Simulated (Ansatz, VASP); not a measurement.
# Al2O3: VASP beside Ansatz

```
Al O
1.0
     2.97085    0.00000    0.00000
    -1.48543    2.57284    0.00000
     0.00000    0.00000    9.33675
Al O
2 3
Direct
  0.00000 0.00000 0.14999
  0.00000 0.00000 0.85001
  0.33333 0.66667 0.22232
  0.66667 0.33333 0.00000
  0.33333 0.66667 0.77768
```

Change from the starting cell: strain +0.030 along x and y, +0.000 along z, atoms carried along.

Alike in both runs: task single point; functional LDA; k mesh 12 × 12 × 4; occupations gaussian, width 0.05 eV; no spin polarisation.

```csv
,VASP,Ansatz
version,VASP 6.6.1,Ansatz 0.2.0
potentials or method,"VASP PAW LDA potentials, release 64 (Al, O), cutoff 520 eV","scalar-relativistic, plane waves, PAW"
valence electrons in the cell,24,24
```

VASP gave:

- gap on the k mesh at the Fermi level (eV): 3.98
- least direct gap on the mesh (eV): 4.19
- pressure (GPa): -14.4
- traceless stress, the component that is largest in VASP (GPa): 7.96
- rms of the force components (eV/Å): 0.424

Problem. What did Ansatz give for the same quantities?

Solution. gap on the k mesh at the Fermi level (eV): 4.00; least direct gap on the mesh (eV): 4.21; pressure (GPa): -14.8; traceless stress, the component that is largest in VASP (GPa): 8.35; rms of the force components (eV/Å): 0.429.

LDA's correlation is that of Perdew and Zunger in VASP and of Perdew and Wang (1992) in Ansatz. Atom by atom the forces differ by 0.005 eV/Å (rms over components).
